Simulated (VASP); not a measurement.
GaP: single point with PBE

The system is GaP.

```
Ga P
1.0
    -2.41904    2.41904    2.86557
     2.41904   -2.41904    2.86557
     2.41904    2.41904   -2.86557
Ga P
2 2
Direct
  0.75000 0.25000 0.50000
  0.00000 0.00000 0.00000
  0.50000 0.50000 0.00000
  0.25000 0.75000 0.50000
```

| Quantity | Value |
| --- | --- |
| Program | VASP 6.6.1 |
| Task | single point |
| Functional | PBE |
| Potentials or basis | VASP PAW PBE potentials, release 64 (Ga_d, P) |
| Cutoff | 520 eV |
| k mesh | 12 × 12 × 12 |
| Occupations | gaussian, width 0.1 eV |
| Spin | no spin polarisation |

```yaml
Pressure: 0.0 GPa
Band_gap_on_the_k_mesh: zero (band 18 reaches 8.59 eV, above the bottom of band 19 at 5.56 eV)
```

Levels at points of the mesh, in eV from the Fermi level:
| k point | band 15 | band 16 | band 17 | band 18 | band 19 | band 20 | band 21 | band 22 |
| --- | --- | --- | --- | --- | --- | --- | --- | --- |
| (0.00, 0.00, 0.00) | -3.10 | -3.10 | -2.91 | -1.67 | -1.67 | -0.23 | 0.19 | 0.19 |
| (0.50, 0.00, 0.00) | -4.23 | -2.65 | -1.78 | -1.45 | 0.90 | 1.04 | 2.75 | 4.00 |
| (0.50, 0.50, 0.00) | -5.51 | -5.51 | 0.88 | 0.88 | 1.56 | 1.56 | 4.55 | 4.55 |
| (0.50, 0.50, 0.50) | -6.13 | -6.13 | 1.29 | 1.29 | 1.74 | 1.74 | 2.90 | 2.90 |

Wall time 2.1 min on 1 thread of Intel(R) Xeon(R) Platinum 8488C (Sapphire Rapids) (shared host), peak memory 0.37 GiB.
